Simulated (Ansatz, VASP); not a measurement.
# One calculation of NbIn2Se3, two programs

```
CELL_PARAMETERS angstrom
5.28300 0.00000 0.00000
-2.64150 4.57521 0.00000
0.00000 0.00000 6.60550
ATOMIC_POSITIONS crystal
Nb 0.00000 0.00000 0.00000
In 0.33333 0.66667 0.00000
In 0.66667 0.33333 0.00000
Se 0.33333 0.66667 0.50000
Se 0.66667 0.33333 0.50000
Se 0.00000 0.00000 0.50000
```

Alike in both runs: task relaxation of cell and atoms; functional PBE; k mesh 3 × 3 × 2; occupations gaussian, width 0.15 eV; no spin polarisation.

|  | VASP | Ansatz |
| --- | --- | --- |
| version | VASP 6.6.1 | Ansatz 0.2.0 |
| potentials or method | VASP PAW PBE potentials, release 64 (Nb_sv, In_d, Se), cutoff 500 eV | scalar-relativistic, plane waves, PAW |
| valence electrons in the cell | 57 | 87 |

```csv
,VASP,Ansatz,Ansatz less VASP
"gap on the k mesh at the Fermi level, each at its own relaxed structure (eV)",none,none,-
relaxed volume (Å³/atom),23.07,23.17,+0.102
relaxed length of the cell vector where the two differ most in proportion (Å),5.495,5.504,+0.0090
```

A gap of «none» marks a metal or a gap that the smearing closes. VASP's potentials hold 57 valence electrons a cell and Ansatz's 87, so a difference there can come from the potentials and not from the codes.

The k mesh is coarse, so the values compare programs but aren't converged.
